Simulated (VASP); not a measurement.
# Hf4C (I-43m) in VASP: further runs

Hf4C is run at these levels: PBE; tasks: single point, relaxation of cell and atoms.

Program: VASP 6.6.1. These are calculated values, not measurements. Logs are shortened: lines on timing, memory, paths and dates and some standing lists are left out, and cuts for length are marked.

## Step 1: The cell of the first run

Symmetry: I-43m, No. 217, cubic system. Conventional cell: a = 6.125 Å, b = 6.125 Å, c = 6.125 Å, α = 90.00°, β = 90.00°, γ = 90.00°. Within 2.5 Å of Hf (site symmetry 3m) lie 1 C at 1.85 Å. Within 2.5 Å of C (site symmetry -43m) lie 4 Hf at 1.85 Å.

The cell was generated, and may not be a known phase.

## Step 2: Single point, PBE

The input, INCAR:

```
SYSTEM = Hf4C
  ALGO = Normal
  EDIFF = 1E-6
  ENCUT = 520
  GGA = PE
  ISIF = 2
  ISMEAR = 0
  LASPH = .True.
  LCHARG = .False.
  LREAL = .False.
  LWAVE = .False.
  NBANDS = 30
  NELM = 60
  PREC = Accurate
  SIGMA = 0.1
```

The input, KPOINTS:

```
k-points
0
Gamma
  4 4 4
  0 0 0
```

The input, POSCAR:

```
Hf4C
1.0
   -3.0625374200      3.0625374200      3.0625374200
    3.0625374200     -3.0625374200      3.0625374200
    3.0625374200      3.0625374200     -3.0625374200
Hf C
4 1
Direct
    0.3495999900      0.3495999900      0.3495999900
    0.6504000100      0.0000000000      0.0000000000
    0.0000000000      0.0000000000      0.6504000100
    0.0000000000      0.6504000100      0.0000000000
    0.0000000000      0.0000000000      0.0000000000
```

Potentials or basis: VASP PAW PBE potentials, release 64 (Hf_pv, C).

On the command line:

```
> cat potpaw_PBE.64/Hf_pv/POTCAR potpaw_PBE.64/C/POTCAR > POTCAR
> mpirun -np 1 vasp_std > vasp.out
```

OUTCAR:

```text
SYSTEM = Hf4C
   EDIFF = 1E-6
   ENCUT = 520
   GGA = PE
   ISIF = 2
   ISMEAR = 0
   LASPH = .True.
   LREAL = .False.
   NELM = 60
   PREC = Accurate

 ion  position               nearest neighbor table
   1  0.350  0.350  0.350-   5 1.85   4 3.03   2 3.03   3 3.03   4 3.33   2 3.33   3 3.33   2 3.33
                             3 3.33   4 3.33
   2  0.650  0.000  0.000-   5 1.85   1 3.03   4 3.03   3 3.03   1 3.33   3 3.33   1 3.33   4 3.33
                             3 3.33   4 3.33
   3  0.000  0.000  0.650-   5 1.85   2 3.03   4 3.03   1 3.03   4 3.33   2 3.33   1 3.33   2 3.33
                             4 3.33   1 3.33
   4  0.000  0.650  0.000-   5 1.85   1 3.03   3 3.03   2 3.03   1 3.33   3 3.33   1 3.33   2 3.33
                             3 3.33   2 3.33
   5  0.000  0.000  0.000-   1 1.85   2 1.85   3 1.85   4 1.85

  LATTYP: Found a body centered cubic cell.
 ALAT       =     6.1250748400

  Lattice vectors:

 A1 = (  -3.0625374200,   3.0625374200,   3.0625374200)
 A2 = (   3.0625374200,  -3.0625374200,   3.0625374200)
 A3 = (   3.0625374200,   3.0625374200,  -3.0625374200)

Analysis of symmetry for initial positions (statically):
=====================================================================
 Subroutine PRICEL returns:
 Original cell was already a primitive cell.

 Routine SETGRP: Setting up the symmetry group for a
 body centered cubic supercell.

 Subroutine GETGRP returns: Found 24 space group operations
 (whereof 24 operations were pure point group operations)
 out of a pool of 48 trial point group operations.

The static configuration has the point symmetry T_d .

Analysis of symmetry for dynamics (positions and initial velocities):
=====================================================================
 Subroutine PRICEL returns:
 Original cell was already a primitive cell.

 Routine SETGRP: Setting up the symmetry group for a
 body centered cubic supercell.

 Subroutine GETGRP returns: Found 24 space group operations
 (whereof 24 operations were pure point group operations)
 out of a pool of 48 trial point group operations.

The dynamic configuration has the point symmetry T_d .

 Subroutine INISYM returns: Found 24 space group operations
 (whereof 24 operations are pure point group operations),
 and found     1 'primitive' translations

----------------------------------------------------------------------------------------

                                     Primitive cell

  volume of cell :     114.8958

  direct lattice vectors                    reciprocal lattice vectors
    -3.062537420  3.062537420  3.062537420     0.000000000  0.163263311  0.163263311
     3.062537420 -3.062537420  3.062537420     0.163263311  0.000000000  0.163263311
     3.062537420  3.062537420 -3.062537420     0.163263311  0.163263311  0.000000000

  length of vectors
     5.304470412  5.304470412  5.304470412     0.230889189  0.230889189  0.230889189

  position of ions in fractional coordinates (direct lattice)
     0.349599990  0.349599990  0.349599990
     0.650400010  0.000000000  0.000000000
     0.000000000  0.000000000  0.650400010
     0.000000000  0.650400010  0.000000000
     0.000000000  0.000000000  0.000000000

  ion indices of the primitive-cell ions
   primitive index   ion index
                 1           1
                 2           2
                 3           3
                 4           4
                 5           5

----------------------------------------------------------------------------------------

 KPOINTS: k-points

Automatic generation of k-mesh.
 Grid dimensions read from file:
 generate k-points for:    4    4    4

 Generating k-lattice:

  Cartesian coordinates                     Fractional coordinates (reciprocal lattice)
     0.000000000  0.040815828  0.040815828     0.250000000  0.000000000  0.000000000
     0.040815828  0.000000000  0.040815828     0.000000000  0.250000000  0.000000000
     0.040815828  0.040815828  0.000000000     0.000000000  0.000000000  0.250000000

  Length of vectors
     0.057722297  0.057722297  0.057722297

  Shift w.r.t. Gamma in fractional coordinates (k-lattice)
     0.000000000  0.000000000  0.000000000

 Subroutine IBZKPT returns following result:
 ===========================================

 Found      8 irreducible k-points:

 Following reciprocal coordinates:
            Coordinates               Weight
  0.000000  0.000000  0.000000      1.000000
  0.250000  0.000000  0.000000     12.000000
  0.500000  0.000000  0.000000      6.000000
  0.250000  0.250000  0.000000     24.000000
  0.250000  0.250000  0.250000      2.000000
 -0.250000  0.250000  0.250000      6.000000
  0.500000  0.500000  0.250000     12.000000
  0.500000  0.500000  0.500000      1.000000
   k-points           NKPTS =      8   k-points in BZ     NKDIM =      8   number of bands    NBANDS=     30
   number of dos      NEDOS =    301   number of ions     NIONS =      5
   total plane-waves  NPLWV =  64000
   dimension x,y,z NGX =    40 NGY =   40 NGZ =   40
   dimension x,y,z NGXF=    80 NGYF=   80 NGZF=   80
   ions per type =               4   1
   NGX,Y,Z   is equivalent  to a cutoff of  12.54, 12.54, 12.54 a.u.
   NGXF,Y,Z  is equivalent  to a cutoff of  25.07, 25.07, 25.07 a.u.
 SYSTEM =  Hf4C
   PREC   = accura    normal or accurate (medium, high low for compatibility)
   ISTART =      0    job   : 0-new  1-cont  2-samecut
   ICHARG =      2    charge: 1-file 2-atom 10-const
   ISPIN  =      1    spin polarized calculation?
   LNONCOLLINEAR =      F non collinear calculations
   LSORBIT =      F    spin-orbit coupling
   LASPH  =      T    aspherical Exc in radial PAW
   ENCUT  =  520.0 eV  38.22 Ry    6.18 a.u.   9.86  9.86  9.86*2*pi/ulx,y,z
   NELM   =     60;   NELMIN=  2; NELMDL= -5     # of ELM steps
   EDIFF  = 0.1E-05   stopping-criterion for ELM
   LREAL  =      F    real-space projection
   EDIFFG = 0.1E-04   stopping-criterion for IOM
   NSW    =      0    number of steps for IOM
   IBRION =     -1    ionic relax: 0-MD 1-quasi-New 2-CG
   NFREE  =      0    steps in history (QN), initial steepest desc. (CG)
   ISIF   =      2    stress and relaxation
   ISYM   =      2    0-nonsym 1-usesym 2-fastsym
   POTIM  = 0.5000    time-step for ionic-motion
   TEBEG  =    0.0;   TEEND  =   0.0 temperature during run
   PSTRESS=    0.0 pullay stress
   NELECT =      44.0000    total number of electrons
   NUPDOWN=      -1.0000    fix difference up-down
   EMIN   =  10.00;   EMAX   =-10.00  energy-range for DOS
   EFERMI =   0.00;   METHOD = LEGACY
   ISMEAR =     0;   SIGMA  =   0.10  broadening in eV -4-tet -1-fermi 0-gaus
   EFERMI_NEDOS =   21; number of points for ismear=-14 and -15
   IALGO  =     38    algorithm
   IMIX   =      4    mixing-type and parameters
     AMIX     =   0.40;   BMIX     =  1.00
     AMIX_MAG =   1.60;   BMIX_MAG =  1.00
  volume/ion in A,a.u.               =      22.98       155.07
  Fermi-wavevector in a.u.,A,eV,Ry     =   1.188842  2.246587 19.229746  1.413346
  Thomas-Fermi vector in A             =   2.324963
   LORBIT       =      0    0 simple, 1 ext, 2 COOP (PROOUT), +10 PAW based schemes
   GGA     = PE    functional components
   LHFCALC =     F    Hartree Fock is set to
   AEXX    =    0.0000 exact exchange contribution
   IVDW    =     0    specifies the selected vdW correction
   LEPSILON=     F    determine dielectric tensor
   LRPA    =     F    only Hartree local field effects (RPA)
 non-spin polarized calculation
 Gauss-broadening in eV      SIGMA  =   0.10
  energy-cutoff  :      520.00
  volume of cell :      114.90
 maximum number of plane-waves:      3132
   NGX = 19   NGY = 19   NGZ = 19

 number of electron      43.9999993 magnetization

 Free energy of the ion-electron system (eV)
  ---------------------------------------------------
  ext. energy  EPLUGINS =         0.00000000
  ---------------------------------------------------
  free energy    TOTEN  =       -41.67023288 eV

  energy without entropy =      -41.60355930  energy(sigma->0) =      -41.63689609

 E-fermi :   3.7935     XC(G=0): -10.3006

 val. band max:        3.7640003586   @ k =   0.2500   0.0000   0.0000
 cond. band min:       3.8518296483   @ k =   0.2500   0.0000   0.0000
 fundamental gap:      0.0878292896
 Fermi energy:         3.7934944102

 k-point     1 :       0.0000    0.0000    0.0000
  band No.  band energies     occupation
      1     -27.7361      2.00000
      2     -27.3577      2.00000
      3     -27.3577      2.00000
      4     -27.3577      2.00000
      5     -26.9618      2.00000
      6     -26.9618      2.00000
[... 22 lines left out ...]
     29       4.8790      0.00000
     30       4.8790      0.00000

 k-point     2 :       0.2500    0.0000    0.0000
  band No.  band energies     occupation
      1     -27.7970      2.00000
      2     -27.3631      2.00000
      3     -27.3156      2.00000
      4     -27.2402      2.00000
      5     -27.0295      2.00000
      6     -27.0126      2.00000
[... 22 lines left out ...]
     29       5.9741      0.00000
     30       6.0882      0.00000

 k-point     3 :       0.5000    0.0000    0.0000
  band No.  band energies     occupation
      1     -27.8383      2.00000
      2     -27.3655      2.00000
      3     -27.2500      2.00000
      4     -27.1253      2.00000
      5     -27.0579      2.00000
      6     -27.0487      2.00000
[... 22 lines left out ...]
     29       6.4417      0.00000
     30       6.5393      0.00000

 k-point     4 :       0.2500    0.2500    0.0000
  band No.  band energies     occupation
      1     -27.8378      2.00000
      2     -27.3299      2.00000
      3     -27.2759      2.00000
      4     -27.1641      2.00000
      5     -27.0673      2.00000
      6     -27.0500      2.00000
[... 22 lines left out ...]
     29       6.3846      0.00000
     30       6.4413      0.00000

 k-point     5 :       0.2500    0.2500    0.2500
  band No.  band energies     occupation
      1     -27.8264      2.00000
      2     -27.2719      2.00000
      3     -27.2719      2.00000
      4     -27.2719      2.00000
      5     -27.0470      2.00000
      6     -27.0470      2.00000
[... 22 lines left out ...]
     29       6.6634      0.00000
     30       6.6634      0.00000

 k-point     6 :      -0.2500    0.2500    0.2500
  band No.  band energies     occupation
      1     -27.8476      2.00000
      2     -27.2732      2.00000
      3     -27.2732      2.00000
      4     -27.2282      2.00000
      5     -27.1035      2.00000
      6     -27.0515      2.00000
[... 22 lines left out ...]
     29       5.7034      0.00000
     30       5.8758      0.00000

 k-point     7 :       0.5000    0.5000    0.2500
  band No.  band energies     occupation
      1     -27.8836      2.00000
      2     -27.2562      2.00000
      3     -27.2078      2.00000
      4     -27.1511      2.00000
      5     -27.1250      2.00000
      6     -27.0941      2.00000
[... 22 lines left out ...]
     29       5.8767      0.00000
     30       6.0588      0.00000

 k-point     8 :       0.5000    0.5000    0.5000
  band No.  band energies     occupation
      1     -27.9168      2.00000
      2     -27.1739      2.00000
      3     -27.1739      2.00000
      4     -27.1248      2.00000
      5     -27.1248      2.00000
      6     -27.1248      2.00000
[... 22 lines left out ...]
     29       5.4482      0.00000
     30       5.4482      0.00000

------------------------ aborting loop because EDIFF is reached ----------------------------------------

  FORCE on cell =-STRESS in cart. coord.  units (eV):
  Direction    XX          YY          ZZ          XY          YZ          ZX
  --------------------------------------------------------------------------------------
  -------------------------------------------------------------------------------------
  Total       13.4658436     13.4658436     13.4658436     -0.0000000      0.0000000     -0.0000000
  in kB      187.7759409    187.7759409    187.7759409     -0.0000000      0.0000000     -0.0000000
  external PRESSURE =     187.7759409 kB  Pullay stress =       0.0000000 kB

 VOLUME and BASIS-vectors are now :
 -----------------------------------------------------------------------------
  energy-cutoff  :      520.00
  volume of cell :      114.90
      direct lattice vectors                 reciprocal lattice vectors
    -3.062537420  3.062537420  3.062537420     0.000000000  0.163263311  0.163263311
     3.062537420 -3.062537420  3.062537420     0.163263311  0.000000000  0.163263311
     3.062537420  3.062537420 -3.062537420     0.163263311  0.163263311  0.000000000

 POSITION                                       TOTAL-FORCE (eV/Angst)
 -----------------------------------------------------------------------------------
      1.07066      1.07066      1.07066         4.129845      4.129845      4.129845
     -1.99187      1.99187      1.99187         4.129845     -4.129845     -4.129845
      1.99187      1.99187     -1.99187        -4.129845     -4.129845      4.129845
      1.99187     -1.99187      1.99187        -4.129845      4.129845     -4.129845
      0.00000      0.00000      0.00000        -0.000000     -0.000000      0.000000
 -----------------------------------------------------------------------------------
    total drift:                                0.000001      0.000001      0.000001

  FREE ENERGIE OF THE ION-ELECTRON SYSTEM (eV)
  ---------------------------------------------------
  free  energy   TOTEN  =       -41.6702328800 eV

  energy  without entropy=      -41.6035593030  energy(sigma->0) =      -41.63689609
```

It took 47 s on 1 thread of Intel Xeon 8259CL, shared host; peak memory 0.25 GiB.

Results:

* Free energy: -41.6702 eV
* Pressure: 18.8 GPa
* Largest force: 7.153 eV/Å
* Band gap on the k mesh: zero (bands 22 and 23 overlap by 0.17 eV)

Forces in eV/Å, atoms in the order of the input:
```
Hf   4.130  4.130  4.130
Hf   4.130 -4.130 -4.130
Hf  -4.130 -4.130  4.130
Hf  -4.130  4.130 -4.130
C    0.000  0.000  0.000
```

Caveat: the k points lie up to 0.36 Å⁻¹ apart; spin-orbit coupling is left out, which moves the levels of the heavy elements; forces of over 1 eV/Å act on the atoms, so gaps and moduli don't describe the material at rest.

## Step 3: Relaxation of cell and atoms, PBE

The input, INCAR:

```
PREC = Accurate
ENCUT = 600
EDIFF = 1E-7
ISMEAR = 0
SIGMA = 0.1
LREAL = False
LASPH = True
NELM = 100
ALGO = Normal
ISIF = 3
LWAVE = False
LCHARG = False
GGA = PE
IBRION = 2
NSW = 90
EDIFFG = -0.04
```

The input, KPOINTS:

```
Automatic mesh
0
Gamma
  4 4 4
```

POSCAR is that of step 2.

Potentials or basis: VASP PAW PBE potentials, release 64 (Hf_pv, C).

On the command line:

```
> cat potpaw_PBE.64/Hf_pv/POTCAR potpaw_PBE.64/C/POTCAR > POTCAR
> mpirun -np 1 vasp_std > vasp.out
```

Wall time 21 min (1 thread of Intel Xeon 8259CL, shared host); peak memory 0.29 GiB.

The run converged. Its results:

| Quantity | Value |
| --- | --- |
| Free energy | -46.6642 eV |
| Relaxed volume | 19.08 Å³/atom |
| Relaxed cell | a = 4.985 Å, b = 4.985 Å, c = 4.985 Å, α = 109.47°, β = 109.47°, γ = 109.47° |
| Space group after relaxing (to 0.1 Å) | Im-3m (No. 229) |
| Energy gained by relaxing | 998.2 meV/atom |
| Ionic steps | 24 |
| Pressure after relaxing | -0.3 GPa |
| Largest force after relaxing | 0.036 eV/Å |
| Band gap on the k mesh | zero (bands 22 and 23 overlap by 1.70 eV) |

Forces in eV/Å, atoms in the order of the input:
```
Hf   0.021  0.021  0.021
Hf   0.021 -0.021 -0.021
Hf  -0.021 -0.021  0.021
Hf  -0.021  0.021 -0.021
C    0.000  0.000  0.000
```

The path:
```
step  energy change (eV)  largest force (eV/Å)  pressure (GPa)  volume (Å³)
   1              0.0000                7.1522           18.75       114.90
   2              1.5941                0.9762          -19.28       165.67
   3             -2.3211                0.4357           -7.81       131.82
   4             -2.3721                0.8274           -6.13       129.85
   5             -2.3810                1.1202           -4.88       128.53
   6             -2.8599                1.0818           -1.83       118.20
   7             -3.2177                2.1237            7.14       102.21
   8             -1.4061                3.3109           52.24        74.70
   9             -3.0490                2.5055           10.85        99.35
  10             -3.2135                2.5309           10.48        98.22
  11             -3.7233                2.4088           10.26        94.89
  12             -4.3441                1.3215           12.85        88.46
  13             -4.3727                0.8844           15.78        86.02
  14             -4.7136                0.6605            8.58        90.02
  15             -4.7799                0.1419           -6.88       102.62
  16             -4.9090                0.3235           -1.15        97.03
  17             -4.9096                0.3405           -0.64        96.60
  18             -4.9163                0.3219           -0.58        96.49
  19             -4.9341                0.2707           -0.39        96.15
  20             -4.9604                0.1856            0.08        95.48
  21             -4.9827                0.0720            1.37        94.14
  22             -4.9899                0.0387           -0.59        95.66
  23             -4.9901                0.0432           -0.30        95.42
  24             -4.9911                0.0359           -0.27        95.39
```

Final structure:
```
Hf C
1.0
    -2.87837    2.87837    2.87837
     2.87837   -2.87837    2.87837
     2.87837    2.87837   -2.87837
Hf C
4 1
Direct
  0.49381 0.49381 0.49381
  0.50619 0.00000 0.00000
  0.00000 0.00000 0.50619
  0.00000 0.50619 0.00000
  0.00000 0.00000 0.00000
```

Levels at points of the mesh, in eV from the Fermi level:
| k point | band 18 | band 19 | band 20 | band 21 | band 22 | band 23 | band 24 | band 25 | band 26 |
| --- | --- | --- | --- | --- | --- | --- | --- | --- | --- |
| (0.00, 0.00, 0.00) | -1.43 | -1.26 | -1.26 | -1.26 | -0.58 | -0.58 | -0.58 | 3.96 | 4.05 |
| (0.50, 0.00, 0.00) | -2.03 | -0.75 | -0.32 | -0.25 | 0.29 | 0.41 | 1.03 | 1.98 | 2.43 |
| (0.50, 0.50, 0.50) | -1.95 | -1.95 | -0.43 | -0.43 | -0.43 | 0.09 | 0.09 | 1.94 | 1.94 |

Caveat: the k points lie up to 0.39 Å⁻¹ apart in the final cell, too coarse for converged energies and pressures of a metal; the volume moved by over 15 % at a fixed basis, so the end points are rough; spin-orbit coupling is left out, which moves the levels of the heavy elements.

The gap in the log of VASP goes by the Fermi energy; the results here count the filled bands.